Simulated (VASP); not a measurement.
# W (R-3m) in VASP: single point with r2SCAN

Aim: the single point of W with r2SCAN.

All numbers are computed with VASP 6.6.1; they aren't measurements. Logs are shortened: lines on timing, memory, paths and dates and some standing lists are left out, and cuts for length are marked.

### Step 1. The cell of the first run

Symmetry: R-3m, No. 166, trigonal system. Conventional cell: a = 4.628 Å, b = 4.628 Å, c = 2.636 Å, α = 90.00°, β = 90.00°, γ = 120.00°. Within 3.5 Å of W (site symmetry -3m) lie 14 W at 2.64 to 3.20 Å.

### Step 2. Single point, r2SCAN

File POSCAR:

```
W
1.0
   -1.6745930955      1.5982272866      1.5982272866
    1.5982272866     -1.6745930955      1.5982272866
    1.5982272866      1.5982272866     -1.6745930955
W
1
Direct
    0.0000000000      0.0000000000      0.0000000000
```

File INCAR.step1:

```
SYSTEM = W
  PREC = Accurate
  ENCUT = 520
  ISMEAR = 0
  SIGMA = 0.15
  LREAL = .FALSE.
  LASPH = .TRUE.
  NELM = 100
  NBANDS = 13
  GGA = PE
  ALGO = Normal
  EDIFF = 1E-4
  LWAVE = .TRUE.
  LCHARG = .FALSE.
```

File INCAR.step2:

```
SYSTEM = W
  PREC = Accurate
  ENCUT = 520
  EDIFF = 1E-7
  ISMEAR = 0
  SIGMA = 0.15
  LREAL = .FALSE.
  LASPH = .TRUE.
  NELM = 100
  ALGO = Normal
  ISIF = 2
  LWAVE = .FALSE.
  LCHARG = .FALSE.
  METAGGA = R2SCAN
  LMIXTAU = .TRUE.
  NBANDS = 13
  ISTART = 1
```

File KPOINTS:

```
regular mesh
0
G
  24 24 24
  0 0 0
```

Potentials or basis: VASP PAW PBE potentials, release 64 (W_sv).

On the command line:

```console
> cat potpaw_PBE.64/W_sv/POTCAR > POTCAR
> cp INCAR.step1 INCAR
> mpirun -np 1 vasp_std > vasp.out
> cp INCAR.step2 INCAR
> mpirun -np 1 vasp_std > vasp.out
```

OUTCAR:

```text
SYSTEM = W
   PREC = Accurate
   ENCUT = 520
   EDIFF = 1E-7
   ISMEAR = 0
   LREAL = .FALSE.
   LASPH = .TRUE.
   NELM = 100
   ISIF = 2
   METAGGA = R2SCAN
   ISTART = 1

 ion  position               nearest neighbor table
   1  0.000  0.000  0.000-

  LATTYP: Found a trigonal (rhomboedric) cell.
 ALAT       =     2.8129918156
 COS(alpha) =    -0.3536531715

  Lattice vectors:

 A1 = (  -1.6745930955,   1.5982272866,   1.5982272866)
 A2 = (   1.5982272866,  -1.6745930955,   1.5982272866)
 A3 = (   1.5982272866,   1.5982272866,  -1.6745930955)

Analysis of symmetry for initial positions (statically):
=====================================================================
 Subroutine PRICEL returns:
 Original cell was already a primitive cell.

 Routine SETGRP: Setting up the symmetry group for a
 trigonal (rhombohedral) supercell.

 Subroutine GETGRP returns: Found 12 space group operations
 (whereof 12 operations were pure point group operations)
 out of a pool of 12 trial point group operations.

The static configuration has the point symmetry D_3d.

Analysis of symmetry for dynamics (positions and initial velocities):
=====================================================================
 Subroutine PRICEL returns:
 Original cell was already a primitive cell.

 Routine SETGRP: Setting up the symmetry group for a
 trigonal (rhombohedral) supercell.

 Subroutine GETGRP returns: Found 12 space group operations
 (whereof 12 operations were pure point group operations)
 out of a pool of 12 trial point group operations.

The dynamic configuration has the point symmetry D_3d.

 Subroutine INISYM returns: Found 12 space group operations
 (whereof 12 operations are pure point group operations),
 and found     1 'primitive' translations

----------------------------------------------------------------------------------------

                                     Primitive cell

  volume of cell :      16.3012

  direct lattice vectors                    reciprocal lattice vectors
    -1.674593095  1.598227287  1.598227287     0.015332101  0.320878963  0.320878963
     1.598227287 -1.674593095  1.598227287     0.320878963  0.015332101  0.320878963
     1.598227287  1.598227287 -1.674593095     0.320878963  0.320878963  0.015332101

  length of vectors
     2.812991816  2.812991816  2.812991816     0.454050318  0.454050318  0.454050318

  position of ions in fractional coordinates (direct lattice)
     0.000000000  0.000000000  0.000000000

  ion indices of the primitive-cell ions
   primitive index   ion index
                 1           1

----------------------------------------------------------------------------------------

 KPOINTS: regular mesh

Automatic generation of k-mesh.
 Grid dimensions read from file:
 generate k-points for:   24   24   24

 Generating k-lattice:

  Cartesian coordinates                     Fractional coordinates (reciprocal lattice)
     0.000638838  0.013369957  0.013369957     0.041666667  0.000000000  0.000000000
     0.013369957  0.000638838  0.013369957     0.000000000  0.041666667  0.000000000
     0.013369957  0.013369957  0.000638838    -0.000000000 -0.000000000  0.041666667

  Length of vectors
     0.018918763  0.018918763  0.018918763

  Shift w.r.t. Gamma in fractional coordinates (k-lattice)
     0.000000000  0.000000000  0.000000000

 Subroutine IBZKPT returns following result:
 ===========================================

 Found   1313 irreducible k-points:

 Following reciprocal coordinates:
            Coordinates               Weight
  0.000000  0.000000  0.000000      1.000000
  0.041667  0.000000  0.000000      6.000000
  0.083333  0.000000  0.000000      6.000000
  0.125000  0.000000  0.000000      6.000000
  0.166667  0.000000  0.000000      6.000000
  0.208333  0.000000  0.000000      6.000000
[... 16 lines left out ...]
  0.416667  0.041667  0.000000     12.000000
  0.458333  0.041667  0.000000     12.000000
 [... further k-points ...]
   k-points           NKPTS =   1313   k-points in BZ     NKDIM =   1313   number of bands    NBANDS=     13
   number of dos      NEDOS =    301   number of ions     NIONS =      1
   total plane-waves  NPLWV =  13824
   dimension x,y,z NGX =    24 NGY =   24 NGZ =   24
   dimension x,y,z NGXF=    48 NGYF=   48 NGZF=   48
   ions per type =               1
   NGX,Y,Z   is equivalent  to a cutoff of  14.18, 14.18, 14.18 a.u.
   NGXF,Y,Z  is equivalent  to a cutoff of  28.37, 28.37, 28.37 a.u.
 SYSTEM =  W
   PREC   = accura    normal or accurate (medium, high low for compatibility)
   ISTART =      1    job   : 0-new  1-cont  2-samecut
   ICHARG =      0    charge: 1-file 2-atom 10-const
   ISPIN  =      1    spin polarized calculation?
   LNONCOLLINEAR =      F non collinear calculations
   LSORBIT =      F    spin-orbit coupling
   LASPH  =      T    aspherical Exc in radial PAW
   ENCUT  =  520.0 eV  38.22 Ry    6.18 a.u.   5.23  5.23  5.23*2*pi/ulx,y,z
   NELM   =    100;   NELMIN=  2; NELMDL=  0     # of ELM steps
   EDIFF  = 0.1E-06   stopping-criterion for ELM
   LREAL  =      F    real-space projection
   EDIFFG = 0.1E-05   stopping-criterion for IOM
   NSW    =      0    number of steps for IOM
   IBRION =     -1    ionic relax: 0-MD 1-quasi-New 2-CG
   NFREE  =      0    steps in history (QN), initial steepest desc. (CG)
   ISIF   =      2    stress and relaxation
   ISYM   =      2    0-nonsym 1-usesym 2-fastsym
   POTIM  = 0.5000    time-step for ionic-motion
   TEBEG  =    0.0;   TEEND  =   0.0 temperature during run
   PSTRESS=    0.0 pullay stress
   NELECT =      14.0000    total number of electrons
   NUPDOWN=      -1.0000    fix difference up-down
   EMIN   =  10.00;   EMAX   =-10.00  energy-range for DOS
   EFERMI =   0.00;   METHOD = LEGACY
   ISMEAR =     0;   SIGMA  =   0.15  broadening in eV -4-tet -1-fermi 0-gaus
   EFERMI_NEDOS =   21; number of points for ismear=-14 and -15
   IALGO  =     38    algorithm
   IMIX   =      4    mixing-type and parameters
     AMIX     =   0.40;   BMIX     =  1.00
     AMIX_MAG =   1.60;   BMIX_MAG =  1.00
  volume/ion in A,a.u.               =      16.30       110.01
  Fermi-wavevector in a.u.,A,eV,Ry     =   1.556125  2.940649 32.946829  2.421524
  Thomas-Fermi vector in A             =   2.659966
   LORBIT       =      0    0 simple, 1 ext, 2 COOP (PROOUT), +10 PAW based schemes
   METAGGA = R2SCAN    functional components
   LHFCALC =     F    Hartree Fock is set to
   AEXX    =    0.0000 exact exchange contribution
   IVDW    =     0    specifies the selected vdW correction
   LEPSILON=     F    determine dielectric tensor
   LRPA    =     F    only Hartree local field effects (RPA)
 non-spin polarized calculation
 Gauss-broadening in eV      SIGMA  =   0.15
  energy-cutoff  :      520.00
  volume of cell :       16.30
 maximum number of plane-waves:       457
 NGX is ok and might be reduce to    24
   NGX = 11   NGY = 11   NGZ = 11

 number of electron      13.9999999 magnetization

 Free energy of the ion-electron system (eV)
  ---------------------------------------------------
  ext. energy  EPLUGINS =         0.00000000
  ---------------------------------------------------
  free energy    TOTEN  =       -51.29121587 eV

  energy without entropy =      -51.28661002  energy(sigma->0) =      -51.28891294

 E-fermi :  10.9363     XC(G=0): -14.7720

 val. band max:       10.9333460457   @ k =  -0.1667   0.1250   0.0417
 cond. band min:      10.9394832874   @ k =  -0.3333   0.2917   0.2500
 fundamental gap:      0.0061372417
 Fermi energy:        10.9363214941

 k-point     1 :       0.0000    0.0000    0.0000
  band No.  band energies     occupation
      1     -65.2646      2.00000
      2     -28.2415      2.00000
      3     -28.2415      2.00000
      4     -27.9819      2.00000
      5       0.9292      2.00000
      6       8.7453      2.00000
      7       9.9781      2.00000
      8       9.9781      2.00000
      9      13.5613      0.00000
     10      13.5613      0.00000
     11      25.1823      0.00000
     12      26.5820      0.00000
     13      26.5820      0.00000

 k-point     2 :       0.0417    0.0000    0.0000
  band No.  band energies     occupation
      1     -65.2617      2.00000
      2     -28.2514      2.00000
      3     -28.2410      2.00000
      4     -28.0077      2.00000
      5       1.0201      2.00000
      6       8.8155      2.00000
      7       9.9252      2.00000
      8      10.0106      2.00000
      9      13.4291      0.00000
     10      13.5380      0.00000
     11      25.2830      0.00000
     12      26.7396      0.00000
     13      26.8170      0.00000

 k-point     3 :       0.0833    0.0000    0.0000
  band No.  band energies     occupation
      1     -65.2533      2.00000
      2     -28.2829      2.00000
      3     -28.2396      2.00000
      4     -28.0803      2.00000
      5       1.2871      2.00000
      6       9.0084      2.00000
      7       9.7719      2.00000
      8      10.1142      2.00000
      9      13.0867      0.00000
     10      13.4768      0.00000
     11      25.5663      0.00000
     12      27.1977      0.00000
     13      27.4545      0.00000
[... 305 lines left out ...]
 k-point    23 :       0.4167    0.0417    0.0000
  band No.  band energies     occupation
      1     -65.1000      2.00000
      2     -29.4890      2.00000
      3     -28.6117      2.00000
      4     -28.2208      2.00000
      5       4.6699      2.00000
      6       7.5035      2.00000
      7      10.9531      0.87454
      8      13.0052      0.00000
      9      13.7658      0.00000
     10      16.7958      0.00000
     11      22.9294      0.00000
     12      23.4617      0.00000
     13      28.7802      0.00000

 k-point    24 :       0.4583    0.0417    0.0000
  band No.  band energies     occupation
      1     -65.0952      2.00000
      2     -29.5234      2.00000
      3     -28.6305      2.00000
      4     -28.2211      2.00000
      5       4.6460      2.00000
      6       7.4347      2.00000
      7      11.4852      0.00000
      8      12.9106      0.00000
      9      13.8644      0.00000
     10      17.1875      0.00000
     11      22.6865      0.00000
     12      23.0156      0.00000
     13      28.0913      0.00000

 [... further k-points ...]
[... 5 lines left out ...]
  --------------------------------------------------------------------------------------
  -------------------------------------------------------------------------------------
  Total       -0.5109220     -0.5109220     -0.5109220      0.8465509      0.8465509      0.8465509
  in kB      -50.2164145    -50.2164145    -50.2164145     83.2040005     83.2040005     83.2040005
  external PRESSURE =     -50.2164145 kB  Pullay stress =       0.0000000 kB

 VOLUME and BASIS-vectors are now :
 -----------------------------------------------------------------------------
  energy-cutoff  :      520.00
  volume of cell :       16.30
      direct lattice vectors                 reciprocal lattice vectors
    -1.674593095  1.598227287  1.598227287     0.015332101  0.320878963  0.320878963
     1.598227287 -1.674593095  1.598227287     0.320878963  0.015332101  0.320878963
     1.598227287  1.598227287 -1.674593095     0.320878963  0.320878963  0.015332101

 POSITION                                       TOTAL-FORCE (eV/Angst)
 -----------------------------------------------------------------------------------
      0.00000      0.00000      0.00000        -0.000000     -0.000000     -0.000000
 -----------------------------------------------------------------------------------
    total drift:                               -0.000000      0.000000      0.000000

  FREE ENERGIE OF THE ION-ELECTRON SYSTEM (eV)
  ---------------------------------------------------
  free  energy   TOTEN  =       -51.2912158723 eV

  energy  without entropy=      -51.2866100171  energy(sigma->0) =      -51.28891294
```

It took 17 min on 1 thread of AMD EPYC 7R13 (Zen 3), shared host; peak memory 0.34 GiB.

Results:

```
Free energy            : -51.2912 eV
Pressure               : -5.0 GPa
Band gap on the k mesh : zero (bands 7 and 8 overlap by 5.70 eV)
```

Stress tensor (GPa, compression positive):
```
-5.02  8.32  8.32
 8.32 -5.02  8.32
 8.32  8.32 -5.02
```

Levels at points of the mesh, in eV from the Fermi level:
| k point | band 4 | band 5 | band 6 | band 7 | band 8 | band 9 | band 10 | band 11 |
| --- | --- | --- | --- | --- | --- | --- | --- | --- |
| (0.00, 0.00, 0.00) | -38.92 | -10.01 | -2.19 | -0.96 | -0.96 | 2.62 | 2.62 | 14.25 |
| (0.50, 0.00, 0.00) | -39.15 | -6.35 | -3.52 | 0.84 | 1.97 | 2.82 | 6.19 | 11.62 |
| (0.50, 0.50, 0.00) | -38.98 | -6.49 | -3.89 | -0.02 | 2.72 | 3.70 | 5.74 | 10.47 |
| (0.50, 0.50, 0.50) | -39.88 | -5.84 | -5.84 | 4.58 | 4.58 | 6.02 | 8.04 | 8.04 |

Caveat: the cell stands under tension; the PAW data sets were made with another functional, which shifts forces and pressure a little; spin-orbit coupling is left out, which moves the levels of the heavy elements.
